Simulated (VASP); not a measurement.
A run of VASP 6.6.1 is set up as follows.

The input INCAR:

```
SYSTEM = KI
  PREC = Accurate
  ENCUT = 600
  EDIFF = 1E-8
  ISMEAR = 0
  SIGMA = 0.01
  LREAL = .FALSE.
  LASPH = .TRUE.
  NELM = 100
  ALGO = Normal
  ISIF = 3
  LWAVE = .FALSE.
  LCHARG = .FALSE.
  GGA = PS
  NBANDS = 15
  IBRION = 6
  NFREE = 2
  POTIM = 0.015
  NSW = 1
```

The input KPOINTS:

```
regular mesh
0
G
  6 6 6
  0 0 0
```

POSCAR

```
KI
1.0
    0.0000000000      3.0380568200      3.0380568200
    3.0380568200      0.0000000000      3.0380568200
    3.0380568200      3.0380568200      0.0000000000
K I
1 1
Direct
    0.0000000000      0.0000000000      0.0000000000
    0.5000000000      0.5000000000      0.5000000000
```

Potentials or basis: VASP PAW PBE potentials, release 64 (K_sv, I).

Launch:

```console
$ cat potpaw_PBE.64/K_sv/POTCAR potpaw_PBE.64/I/POTCAR > POTCAR
$ mpirun -np 1 vasp_std > vasp.out
```

(1) Estimate the elastic constants C11, C12, C44.

(2) Estimate the Voigt bulk modulus.

(3) Predict the highest phonon frequency at Γ, LO-TO splitting left out.

## Answers

(1) 170, 1, -4 GPa.

(2) 57 GPa.

(3) 221 cm⁻¹.

Caveat: the cell is under stress, which shifts elastic constants; the elastic tensor has a negative eigenvalue, so either the cell is unstable as it stands or the mesh is too thin; the PAW data sets were made with another functional, which shifts forces and pressure a little.
